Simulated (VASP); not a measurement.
# BN (Pm-3n) in VASP: notebook, part 2 of 2

VASP 6.6.1. Earlier steps stand in the parts before.

## 4. Relaxation of cell and atoms, PBE

This run uses another cell than the first one, of 7.29 Å³/atom.

INCAR

```
ALGO = Normal ; EDIFF = 1E-7
EDIFFG = -0.01 ; ENCUT = 600
GGA = PE ; IBRION = 2
ISIF = 3 ; ISMEAR = 0
LASPH = True ; LCHARG = False
LREAL = False ; LWAVE = False
NELM = 100 ; NSW = 100
PREC = Accurate ; SIGMA = 0.02
```

KPOINTS

```
k-points
0
Gamma
  6 6 6
```

POSCAR

```
BN
1.0
    4.4389974929      0.0000000000      0.0000000000
    0.0000000000      4.4389974929      0.0000000000
    0.0000000000      0.0000000000      4.4389974929
B N
6 6
Direct
    0.5000000000      0.0000000000      0.7500000000
    0.7500000000      0.5000000000      0.0000000000
    0.0000000000      0.7500000000      0.5000000000
    0.5000000000      0.0000000000      0.2500000000
    0.2500000000      0.5000000000      0.0000000000
    0.0000000000      0.2500000000      0.5000000000
    0.0000000000      0.5000000000      0.7500000000
    0.7500000000      0.0000000000      0.5000000000
    0.5000000000      0.7500000000      0.0000000000
    0.0000000000      0.5000000000      0.2500000000
    0.2500000000      0.0000000000      0.5000000000
    0.5000000000      0.2500000000      0.0000000000
```

Potentials or basis: VASP PAW PBE potentials, release 64 (B, N).

Started as:

```sh
$ cat potpaw_PBE.64/B/POTCAR potpaw_PBE.64/N/POTCAR > POTCAR
$ mpirun -np 1 vasp_std > vasp.out
```

OUTCAR:

```text
EDIFF = 1E-7
   EDIFFG = -0.01
   ENCUT = 600
   GGA = PE
   IBRION = 2
   ISIF = 3
   ISMEAR = 0
   LASPH = True
   LREAL = False
   NELM = 100
   NSW = 100
   PREC = Accurate

 ion  position               nearest neighbor table
   1  0.500  0.000  0.750-   8 1.57   9 1.57  11 1.57  12 1.57
   2  0.750  0.500  0.000-   7 1.57   9 1.57  10 1.57  12 1.57
   3  0.000  0.750  0.500-   7 1.57   8 1.57  10 1.57  11 1.57
   4  0.500  0.000  0.250-   8 1.57   9 1.57  11 1.57  12 1.57
   5  0.250  0.500  0.000-   7 1.57   9 1.57  10 1.57  12 1.57
   6  0.000  0.250  0.500-   7 1.57   8 1.57  10 1.57  11 1.57
   7  0.000  0.500  0.750-   2 1.57   3 1.57   5 1.57   6 1.57
   8  0.750  0.000  0.500-   1 1.57   3 1.57   4 1.57   6 1.57
   9  0.500  0.750  0.000-   1 1.57   2 1.57   4 1.57   5 1.57
[... 963 lines left out ...]
      direct lattice vectors                 reciprocal lattice vectors
     4.441193142  0.000000000 -0.000000000     0.225164718 -0.000000000  0.000000000
     0.000000000  4.441193142 -0.000000000    -0.000000000  0.225164718 -0.000000000
    -0.000000000  0.000000000  4.441193142     0.000000000  0.000000000  0.225164718

 POSITION                                       TOTAL-FORCE (eV/Angst)
 -----------------------------------------------------------------------------------
      2.22060      4.44119      3.33089         0.000000     -0.000000     -0.000000
      3.33089      2.22060     -0.00000        -0.000000      0.000000      0.000000
      4.44119      3.33089      2.22060         0.000000     -0.000000     -0.000000
      2.22060      0.00000      1.11030         0.000000     -0.000000      0.000000
      1.11030      2.22060      4.44119         0.000000      0.000000     -0.000000
     -0.00000      1.11030      2.22060        -0.000000      0.000000      0.000000
      4.44119      2.22060      3.33089         0.000000      0.000000     -0.000000
      3.33089      4.44119      2.22060        -0.000000      0.000000     -0.000000
      2.22060      3.33089     -0.00000        -0.000000     -0.000000      0.000000
     -0.00000      2.22060      1.11030        -0.000000      0.000000      0.000000
      1.11030      0.00000      2.22060         0.000000     -0.000000      0.000000
      2.22060      1.11030      4.44119         0.000000      0.000000      0.000000
 -----------------------------------------------------------------------------------
    total drift:                                0.000000      0.000000      0.000000

  FREE ENERGIE OF THE ION-ELECTRON SYSTEM (eV)
  ---------------------------------------------------
  free  energy   TOTEN  =      -101.6260412402 eV

  energy  without entropy=     -101.6260412402  energy(sigma->0) =     -101.62604124

 reached required accuracy - stopping structural energy minimisation
```

CONTCAR:

```text
BN
   1.00000000000000
     4.4411931415372745    0.0000000000000000   -0.0000000000000000
     0.0000000000000000    4.4411931415372745   -0.0000000000000000
    -0.0000000000000000    0.0000000000000000    4.4411931415372745
  B               N
     6     6
Direct
     0.5000000000000000    1.0000000000000000    0.7500000000000000
     0.7500000000000000    0.5000000000000000    0.0000000000000000
     1.0000000000000000    0.7500000000000000    0.5000000000000000
     0.5000000000000000    0.0000000000000000    0.2500000000000000
     0.2500000000000000    0.5000000000000000    1.0000000000000000
     0.0000000000000000    0.2500000000000000    0.5000000000000000
     1.0000000000000000    0.5000000000000000    0.7500000000000000
     0.7500000000000000    1.0000000000000000    0.5000000000000000
     0.5000000000000000    0.7500000000000000    0.0000000000000000
     0.0000000000000000    0.5000000000000000    0.2500000000000000
     0.2500000000000000    0.0000000000000000    0.5000000000000000
     0.5000000000000000    0.2500000000000000    1.0000000000000000

  0.00000000E+00  0.00000000E+00  0.00000000E+00
  0.00000000E+00  0.00000000E+00  0.00000000E+00
  0.00000000E+00  0.00000000E+00  0.00000000E+00
  0.00000000E+00  0.00000000E+00  0.00000000E+00
  0.00000000E+00  0.00000000E+00  0.00000000E+00
  0.00000000E+00  0.00000000E+00  0.00000000E+00
  0.00000000E+00  0.00000000E+00  0.00000000E+00
  0.00000000E+00  0.00000000E+00  0.00000000E+00
  0.00000000E+00  0.00000000E+00  0.00000000E+00
  0.00000000E+00  0.00000000E+00  0.00000000E+00
  0.00000000E+00  0.00000000E+00  0.00000000E+00
  0.00000000E+00  0.00000000E+00  0.00000000E+00
```

Wall time 87 s (1 thread of Intel Xeon Platinum 8175M at 2.50GHz (Skylake/Cascade Lake), shared host); peak memory 0.22 GiB.

Results:

| Item | Value |
| --- | --- |
| Free energy | -101.6260 eV |
| Relaxed volume | 7.30 Å³/atom |
| Relaxed cell | a = 4.441 Å, b = 4.441 Å, c = 4.441 Å, α = 90.00°, β = 90.00°, γ = 90.00° |
| Space group after relaxing (to 0.1 Å) | Pm-3n (No. 223) |
| Energy gained by relaxing | 0.0 meV/atom |
| Ionic steps | 2 |
| Pressure after relaxing | -0.2 GPa |
| Band gap on the k mesh | 4.62 eV (least direct gap 4.97 eV) |

Final structure:
```cif
data_structure
_symmetry_space_group_name_H-M 'P 1'
_symmetry_Int_Tables_number 1
_cell_length_a 4.4412
_cell_length_b 4.4412
_cell_length_c 4.4412
_cell_angle_alpha 90.000
_cell_angle_beta 90.000
_cell_angle_gamma 90.000
_cell_volume 87.60
loop_
_atom_site_label
_atom_site_type_symbol
_atom_site_fract_x
_atom_site_fract_y
_atom_site_fract_z
_atom_site_occupancy
B1 B 0.50000 0.00000 0.75000 1
B2 B 0.75000 0.50000 0.00000 1
B3 B 0.00000 0.75000 0.50000 1
B4 B 0.50000 0.00000 0.25000 1
B5 B 0.25000 0.50000 0.00000 1
B6 B 0.00000 0.25000 0.50000 1
N1 N 0.00000 0.50000 0.75000 1
N2 N 0.75000 0.00000 0.50000 1
N3 N 0.50000 0.75000 0.00000 1
N4 N 0.00000 0.50000 0.25000 1
N5 N 0.25000 0.00000 0.50000 1
N6 N 0.50000 0.25000 0.00000 1
```

Levels at points of the mesh, in eV from the valence-band top:
```
           k point  band 21  band 22  band 23  band 24  band 25  band 26  band 27  band 28
(0.00, 0.00, 0.00)    -3.10     0.00     0.00     0.00     6.23     6.38     6.38     6.38
(0.50, 0.00, 0.00)    -1.57    -1.57    -0.60    -0.60     4.62     4.62     7.67     7.67
(0.50, 0.50, 0.00)    -2.15    -2.15    -1.50    -0.68     6.63     6.63     7.06     7.06
(0.50, 0.50, 0.50)    -3.07    -3.07    -3.07    -3.07     8.20     8.20     8.20     8.20
```

A k mesh can miss the band edges.
